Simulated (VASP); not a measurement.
Set up this calculation in VASP 6.6.1, as the native input.

```
Task                   : single point
Functional             : PBEsol
Potentials or basis    : VASP PAW PBE potentials, release 64 (Pt, Te)
Cutoff                 : 520 eV
k mesh                 : 8 × 8 × 8
Occupations            : fermi-dirac, width 0.05 eV
Spin                   : no spin polarisation
Hubbard terms          : Pt d U = 4.0 eV
Dipole correction      : no
Further INCAR settings : ALGO = Normal; EDIFF = 1e-06; NBANDS = 36
```

The structure of Te4Pt3 lies in POSCAR:

```
Te4Pt3
1.0
    1.9940000000      1.1512364368     11.7966666667
   -1.9940000000      1.1512364368     11.7966666667
    0.0000000000     -2.3024728735     11.7966666667
Pt Te
3 4
Direct
    0.8540000000      0.8540000000      0.8540000000
    0.1460000000      0.1460000000      0.1460000000
    0.0000000000      0.0000000000      0.0000000000
    0.7050000000      0.7050000000      0.7050000000
    0.2950000000      0.2950000000      0.2950000000
    0.5570000000      0.5570000000      0.5570000000
    0.4430000000      0.4430000000      0.4430000000
```

The input as run:

INCAR

```
PREC = Accurate
ENCUT = 520
EDIFF = 1E-6
ISMEAR = -1
SIGMA = 0.05
LREAL = False
LASPH = True
NELM = 150
ALGO = Normal
ISIF = 2
LWAVE = False
LCHARG = True
LMAXMIX = 4
LDAU = True
LDAUTYPE = 2
LDAUL = 2 -1
LDAUU = 4 0
LDAUJ = 0 0
LDAUPRINT = 1
GGA = PS
LELF = True
LVHAR = True
NBANDS = 36
```

KPOINTS

```
Automatic mesh
0
Gamma
  8 8 8
```

Potentials or basis: VASP PAW PBE potentials, release 64 (Pt, Te).

Launch:

```bash
$ cat potpaw_PBE.64/Pt/POTCAR potpaw_PBE.64/Te/POTCAR > POTCAR
$ mpirun -np 1 vasp_std > vasp.out
```

Results of the run:

```yaml
Pressure: -4.0 GPa
Largest_force: 0.869 eV/Å
Band_gap_on_the_k_mesh: zero (bands 27 and 28 overlap by 2.41 eV)
```

Caveat: the cell stands under tension; the PAW data sets were made with another functional, which shifts forces and pressure a little; spin-orbit coupling is left out, which moves the levels of the heavy elements; U without spin polarisation on a metal has little footing; the U is typed as a test and isn't derived for this compound.

Wall time 37 min on 1 thread of Intel(R) Xeon(R) 6975P-C (Granite Rapids) (shared host), peak memory 1.4 GiB.
